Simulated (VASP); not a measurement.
# Zr (Pm-3n) in VASP: notebook

The runs below take Zr through single point, relaxation of cell and atoms, with PBEsol.

All numbers are computed with VASP 6.6.1; they aren't measurements. Logs are shortened: lines on timing, memory, paths and dates and some standing lists are left out, and cuts for length are marked.

## (1) The cell of the first run

Symmetry: Pm-3n, No. 223, cubic system. The conventional cell has a = 5.608 Å, b = 5.608 Å, c = 5.608 Å, α = 90.00°, β = 90.00°, γ = 90.00°. Within 4.1 Å of Zr (site symmetry m-3) lie 12 Zr at 3.13 Å. Zr (site symmetry -4m2) has 14 Zr at 2.80 to 3.43 Å within 3.7 Å.

## (2) Single point, PBEsol

The input, INCAR:

```
  PREC = Accurate
  ENCUT = 520
  EDIFF = 1E-6
  ISMEAR = -1
  SIGMA = 0.1
  LREAL = False
  LASPH = True
  NELM = 80
  ALGO = Normal
  ISIF = 2
  LWAVE = False
  LCHARG = False
  GGA = PS
  NBANDS = 58
```

The input, KPOINTS:

```
Automatic mesh
0
Gamma
  5 5 5
```

The input, POSCAR:

```
Zr
1.0
    5.6080453666      0.0000000000      0.0000000000
    0.0000000000      5.6080453666      0.0000000000
    0.0000000000      0.0000000000      5.6080453666
Zr
8
Direct
    0.0000000000      1.0000000000      1.0000000000
    0.5000000000      0.5000000000      0.5000000000
    0.2500000000      0.0000000000      0.5000000000
    0.7500000000      1.0000000000      0.5000000000
    0.5000000000      0.2500000000      0.0000000000
    0.5000000000      0.7500000000      1.0000000000
    0.0000000000      0.5000000000      0.2500000000
    0.0000000000      0.5000000000      0.7500000000
```

Potentials or basis: VASP PAW PBE potentials, release 64 (Zr_sv).

Run with:

```bash
$ cat potpaw_PBE.64/Zr_sv/POTCAR > POTCAR
$ mpirun -np 1 vasp_std > vasp.out
```

OUTCAR:

```text
PREC = Accurate
   ENCUT = 520
   EDIFF = 1E-6
   ISMEAR = -1
   LREAL = False
   LASPH = True
   NELM = 80
   ISIF = 2
   GGA = PS

 ion  position               nearest neighbor table
   1  0.000  0.000  0.000-   3 3.13   4 3.13   5 3.13   6 3.13   7 3.13   8 3.13   3 3.13   4 3.13
                             7 3.13   8 3.13   5 3.13   6 3.13
   2  0.500  0.500  0.500-   3 3.13   4 3.13   5 3.13   6 3.13   7 3.13   8 3.13   5 3.13   6 3.13
                             3 3.13   4 3.13   7 3.13   8 3.13
   3  0.250  0.000  0.500-   4 2.80   4 2.80   1 3.13   1 3.13   2 3.13   2 3.13   8 3.43   5 3.43
                             5 3.43   6 3.43   6 3.43   7 3.43   8 3.43   7 3.43
   4  0.750  0.000  0.500-   3 2.80   3 2.80   1 3.13   1 3.13   2 3.13   2 3.13   8 3.43   5 3.43
                             5 3.43   6 3.43   6 3.43   7 3.43   8 3.43   7 3.43
   5  0.500  0.250  0.000-   6 2.80   6 2.80   1 3.13   2 3.13   2 3.13   1 3.13   8 3.43   4 3.43
                             3 3.43   4 3.43   3 3.43   7 3.43   7 3.43   8 3.43
   6  0.500  0.750  0.000-   5 2.80   5 2.80   1 3.13   2 3.13   2 3.13   1 3.13   8 3.43   4 3.43
                             3 3.43   4 3.43   3 3.43   7 3.43   7 3.43   8 3.43
   7  0.000  0.500  0.250-   8 2.80   8 2.80   1 3.13   2 3.13   1 3.13   2 3.13   3 3.43   4 3.43
                             5 3.43   3 3.43   4 3.43   6 3.43   5 3.43   6 3.43
   8  0.000  0.500  0.750-   7 2.80   7 2.80   1 3.13   2 3.13   1 3.13   2 3.13   3 3.43   4 3.43
                             5 3.43   3 3.43   4 3.43   6 3.43   5 3.43   6 3.43

  LATTYP: Found a simple cubic cell.
 ALAT       =     5.6080453666

  Lattice vectors:

 A1 = (   5.6080453666,   0.0000000000,   0.0000000000)
 A2 = (   0.0000000000,   5.6080453666,   0.0000000000)
 A3 = (   0.0000000000,   0.0000000000,   5.6080453666)

Analysis of symmetry for initial positions (statically):
=====================================================================
 Subroutine PRICEL returns:
 Original cell was already a primitive cell.

 Routine SETGRP: Setting up the symmetry group for a
 simple cubic supercell.

 Subroutine GETGRP returns: Found 48 space group operations
 (whereof 24 operations were pure point group operations)
 out of a pool of 48 trial point group operations.

The static configuration has the point symmetry T_h .
 The point group associated with its full space group is O_h .

Analysis of symmetry for dynamics (positions and initial velocities):
=====================================================================
 Subroutine PRICEL returns:
 Original cell was already a primitive cell.

 Routine SETGRP: Setting up the symmetry group for a
 simple cubic supercell.

 Subroutine GETGRP returns: Found 48 space group operations
 (whereof 24 operations were pure point group operations)
 out of a pool of 48 trial point group operations.

The dynamic configuration has the point symmetry T_h .
 The point group associated with its full space group is O_h .

 Subroutine INISYM returns: Found 48 space group operations
 (whereof 24 operations are pure point group operations),
 and found     1 'primitive' translations

----------------------------------------------------------------------------------------

                                     Primitive cell

  volume of cell :     176.3740

  direct lattice vectors                    reciprocal lattice vectors
     5.608045367  0.000000000  0.000000000     0.178315248  0.000000000  0.000000000
     0.000000000  5.608045367  0.000000000     0.000000000  0.178315248  0.000000000
     0.000000000  0.000000000  5.608045367     0.000000000  0.000000000  0.178315248

  length of vectors
     5.608045367  5.608045367  5.608045367     0.178315248  0.178315248  0.178315248

  position of ions in fractional coordinates (direct lattice)
     0.000000000  0.000000000  0.000000000
     0.500000000  0.500000000  0.500000000
     0.250000000  0.000000000  0.500000000
     0.750000000  0.000000000  0.500000000
     0.500000000  0.250000000  0.000000000
     0.500000000  0.750000000  0.000000000
     0.000000000  0.500000000  0.250000000
     0.000000000  0.500000000  0.750000000

  ion indices of the primitive-cell ions
   primitive index   ion index
                 1           1
                 2           2
                 3           3
                 4           4
                 5           5
                 6           6
                 7           7
                 8           8

----------------------------------------------------------------------------------------

 KPOINTS: Automatic mesh

Automatic generation of k-mesh.
 Grid dimensions read from file:
 generate k-points for:    5    5    5

 Generating k-lattice:

  Cartesian coordinates                     Fractional coordinates (reciprocal lattice)
     0.035663050  0.000000000  0.000000000     0.200000000  0.000000000  0.000000000
     0.000000000  0.035663050  0.000000000     0.000000000  0.200000000  0.000000000
     0.000000000  0.000000000  0.035663050     0.000000000  0.000000000  0.200000000

  Length of vectors
     0.035663050  0.035663050  0.035663050

  Shift w.r.t. Gamma in fractional coordinates (k-lattice)
     0.000000000  0.000000000  0.000000000

 Subroutine IBZKPT returns following result:
 ===========================================

 Found     10 irreducible k-points:

 Following reciprocal coordinates:
            Coordinates               Weight
  0.000000  0.000000  0.000000      1.000000
  0.200000  0.000000  0.000000      6.000000
  0.400000  0.000000  0.000000      6.000000
  0.200000  0.200000  0.000000     12.000000
  0.400000  0.200000  0.000000     24.000000
  0.400000  0.400000  0.000000     12.000000
  0.200000  0.200000  0.200000      8.000000
  0.400000  0.200000  0.200000     24.000000
  0.400000  0.400000  0.200000     24.000000
  0.400000  0.400000  0.400000      8.000000
   k-points           NKPTS =     10   k-points in BZ     NKDIM =     10   number of bands    NBANDS=     58
   number of dos      NEDOS =    301   number of ions     NIONS =      8
   total plane-waves  NPLWV =  74088
   dimension x,y,z NGX =    42 NGY =   42 NGZ =   42
   dimension x,y,z NGXF=    84 NGYF=   84 NGZF=   84
   ions per type =               8
   NGX,Y,Z   is equivalent  to a cutoff of  12.45, 12.45, 12.45 a.u.
   NGXF,Y,Z  is equivalent  to a cutoff of  24.90, 24.90, 24.90 a.u.
 SYSTEM =  unknown system
   PREC   = accura    normal or accurate (medium, high low for compatibility)
   ISTART =      0    job   : 0-new  1-cont  2-samecut
   ICHARG =      2    charge: 1-file 2-atom 10-const
   ISPIN  =      1    spin polarized calculation?
   LNONCOLLINEAR =      F non collinear calculations
   LSORBIT =      F    spin-orbit coupling
   LASPH  =      T    aspherical Exc in radial PAW
   ENCUT  =  520.0 eV  38.22 Ry    6.18 a.u.  10.43 10.43 10.43*2*pi/ulx,y,z
   NELM   =     80;   NELMIN=  2; NELMDL= -5     # of ELM steps
   EDIFF  = 0.1E-05   stopping-criterion for ELM
   LREAL  =      F    real-space projection
   EDIFFG = 0.1E-04   stopping-criterion for IOM
   NSW    =      0    number of steps for IOM
   IBRION =     -1    ionic relax: 0-MD 1-quasi-New 2-CG
   NFREE  =      0    steps in history (QN), initial steepest desc. (CG)
   ISIF   =      2    stress and relaxation
   ISYM   =      2    0-nonsym 1-usesym 2-fastsym
   POTIM  = 0.5000    time-step for ionic-motion
   TEBEG  =    0.0;   TEEND  =   0.0 temperature during run
   PSTRESS=    0.0 pullay stress
   NELECT =      96.0000    total number of electrons
   NUPDOWN=      -1.0000    fix difference up-down
   EMIN   =  10.00;   EMAX   =-10.00  energy-range for DOS
   EFERMI =   0.00;   METHOD = LEGACY
   ISMEAR =    -1;   SIGMA  =   0.10  broadening in eV -4-tet -1-fermi 0-gaus
   EFERMI_NEDOS =   21; number of points for ismear=-14 and -15
   IALGO  =     38    algorithm
   IMIX   =      4    mixing-type and parameters
     AMIX     =   0.40;   BMIX     =  1.00
     AMIX_MAG =   1.60;   BMIX_MAG =  1.00
  volume/ion in A,a.u.               =      22.05       148.78
  Fermi-wavevector in a.u.,A,eV,Ry     =   1.336658  2.525918 24.308922  1.786655
  Thomas-Fermi vector in A             =   2.465268
   LORBIT       =      0    0 simple, 1 ext, 2 COOP (PROOUT), +10 PAW based schemes
   GGA     = PS    functional components
   LHFCALC =     F    Hartree Fock is set to
   AEXX    =    0.0000 exact exchange contribution
   IVDW    =     0    specifies the selected vdW correction
   LEPSILON=     F    determine dielectric tensor
   LRPA    =     F    only Hartree local field effects (RPA)
 non-spin polarized calculation
  energy-cutoff  :      520.00
  volume of cell :      176.37
 maximum number of plane-waves:      4776
 NGX is ok and might be reduce to    42
   NGX = 21   NGY = 21   NGZ = 21

 number of electron      95.9999998 magnetization

 Free energy of the ion-electron system (eV)
  ---------------------------------------------------
  ext. energy  EPLUGINS =         0.00000000
  ---------------------------------------------------
  free energy    TOTEN  =       -71.93356517 eV

  energy without entropy =      -71.47497725  energy(sigma->0) =      -71.70427121

 E-fermi :   9.0899     XC(G=0): -11.4367

 val. band max:        9.0896493367   @ k =   0.4000   0.4000   0.4000
 cond. band min:       9.1045405698   @ k =   0.4000   0.2000   0.0000
 fundamental gap:      0.0148912331
 Fermi energy:         9.0898620640

 k-point     1 :       0.0000    0.0000    0.0000
  band No.  band energies     occupation
      1     -39.1172      2.00000
      2     -38.9803      2.00000
      3     -38.9719      2.00000
      4     -38.9719      2.00000
      5     -38.8959      2.00000
      6     -38.7823      2.00000
[... 50 lines left out ...]
     57      10.4242      0.00000
     58      12.3163      0.00000

 k-point     2 :       0.2000    0.0000    0.0000
  band No.  band energies     occupation
      1     -39.1028      2.00000
      2     -38.9892      2.00000
      3     -38.9695      2.00000
      4     -38.9595      2.00000
      5     -38.8995      2.00000
      6     -38.8003      2.00000
[... 50 lines left out ...]
     57      10.7666      0.00000
     58      11.3151      0.00000

 k-point     3 :       0.4000    0.0000    0.0000
  band No.  band energies     occupation
      1     -39.0661      2.00000
      2     -39.0226      2.00000
      3     -38.9548      2.00000
      4     -38.9429      2.00000
      5     -38.8913      2.00000
      6     -38.8454      2.00000
[... 50 lines left out ...]
     57      11.0654      0.00000
     58      11.5538      0.00000

 k-point     4 :       0.2000    0.2000    0.0000
  band No.  band energies     occupation
      1     -39.0889      2.00000
      2     -38.9862      2.00000
      3     -38.9723      2.00000
      4     -38.9520      2.00000
      5     -38.9037      2.00000
      6     -38.8042      2.00000
[... 50 lines left out ...]
     57      11.1923      0.00000
     58      11.6627      0.00000

 k-point     5 :       0.4000    0.2000    0.0000
  band No.  band energies     occupation
      1     -39.0537      2.00000
      2     -39.0124      2.00000
      3     -38.9604      2.00000
      4     -38.9356      2.00000
      5     -38.8963      2.00000
      6     -38.8477      2.00000
[... 50 lines left out ...]
     57      11.0602      0.00000
     58      11.0828      0.00000

 k-point     6 :       0.4000    0.4000    0.0000
  band No.  band energies     occupation
      1     -39.0241      2.00000
      2     -38.9967      2.00000
      3     -38.9797      2.00000
      4     -38.9121      2.00000
      5     -38.8999      2.00000
      6     -38.8562      2.00000
[... 50 lines left out ...]
     57      10.8333      0.00000
     58      11.1106      0.00000

 k-point     7 :       0.2000    0.2000    0.2000
  band No.  band energies     occupation
      1     -39.0753      2.00000
      2     -38.9844      2.00000
      3     -38.9584      2.00000
      4     -38.9584      2.00000
      5     -38.9080      2.00000
      6     -38.8040      2.00000
[... 50 lines left out ...]
     57      11.4759      0.00000
     58      11.6649      0.00000

 k-point     8 :       0.4000    0.2000    0.2000
  band No.  band energies     occupation
      1     -39.0415      2.00000
      2     -39.0034      2.00000
      3     -38.9530      2.00000
      4     -38.9392      2.00000
      5     -38.9006      2.00000
      6     -38.8499      2.00000
[... 50 lines left out ...]
     57      11.2679      0.00000
     58      11.4630      0.00000

 k-point     9 :       0.4000    0.4000    0.2000
  band No.  band energies     occupation
      1     -39.0132      2.00000
      2     -38.9915      2.00000
      3     -38.9639      2.00000
      4     -38.9131      2.00000
      5     -38.9060      2.00000
      6     -38.8582      2.00000
[... 50 lines left out ...]
     57      11.3743      0.00000
     58      11.4695      0.00000

 k-point    10 :       0.4000    0.4000    0.4000
  band No.  band energies     occupation
      1     -38.9924      2.00000
      2     -38.9836      2.00000
      3     -38.9182      2.00000
      4     -38.9177      2.00000
      5     -38.9177      2.00000
      6     -38.8581      2.00000
[... 50 lines left out ...]
     57      11.5457      0.00000
     58      11.5457      0.00000

------------------------ aborting loop because EDIFF is reached ----------------------------------------

  FORCE on cell =-STRESS in cart. coord.  units (eV):
  Direction    XX          YY          ZZ          XY          YZ          ZX
  --------------------------------------------------------------------------------------
  -------------------------------------------------------------------------------------
  Total        0.1148317      0.1148317      0.1148317     -0.0000000     -0.0000000      0.0000000
  in kB        1.0431287      1.0431287      1.0431287     -0.0000000     -0.0000000      0.0000000
  external PRESSURE =       1.0431287 kB  Pullay stress =       0.0000000 kB

 VOLUME and BASIS-vectors are now :
 -----------------------------------------------------------------------------
  energy-cutoff  :      520.00
  volume of cell :      176.37
      direct lattice vectors                 reciprocal lattice vectors
     5.608045367  0.000000000  0.000000000     0.178315248  0.000000000  0.000000000
     0.000000000  5.608045367  0.000000000     0.000000000  0.178315248  0.000000000
     0.000000000  0.000000000  5.608045367     0.000000000  0.000000000  0.178315248

 POSITION                                       TOTAL-FORCE (eV/Angst)
 -----------------------------------------------------------------------------------
      0.00000      0.00000      0.00000        -0.000000      0.000000     -0.000000
      2.80402      2.80402      2.80402        -0.000000      0.000000     -0.000000
      1.40201      0.00000      2.80402         0.000000      0.000000      0.000000
      4.20603      0.00000      2.80402        -0.000000     -0.000000     -0.000000
      2.80402      1.40201      0.00000        -0.000000      0.000000      0.000000
      2.80402      4.20603      0.00000        -0.000000     -0.000000     -0.000000
      0.00000      2.80402      1.40201        -0.000000      0.000000     -0.000000
      0.00000      2.80402      4.20603         0.000000     -0.000000      0.000000
 -----------------------------------------------------------------------------------
    total drift:                                0.000000     -0.000000     -0.000000

  FREE ENERGIE OF THE ION-ELECTRON SYSTEM (eV)
  ---------------------------------------------------
  free  energy   TOTEN  =       -71.9335651743 eV

  energy  without entropy=      -71.4749772531  energy(sigma->0) =      -71.70427121
```

Wall time 3.5 min (1 thread of AMD EPYC 7R13, shared host); peak memory 0.25 GiB.

What came out:

```
Free energy            : -71.9336 eV
Pressure               : 0.1 GPa
Band gap on the k mesh : zero (band 48 reaches 9.17 eV, above the bottom of band 49 at 8.88 eV)
```

Caveat: the PAW data sets were made with another functional, which shifts forces and pressure a little.

(Part 1 of 2 ends here.)
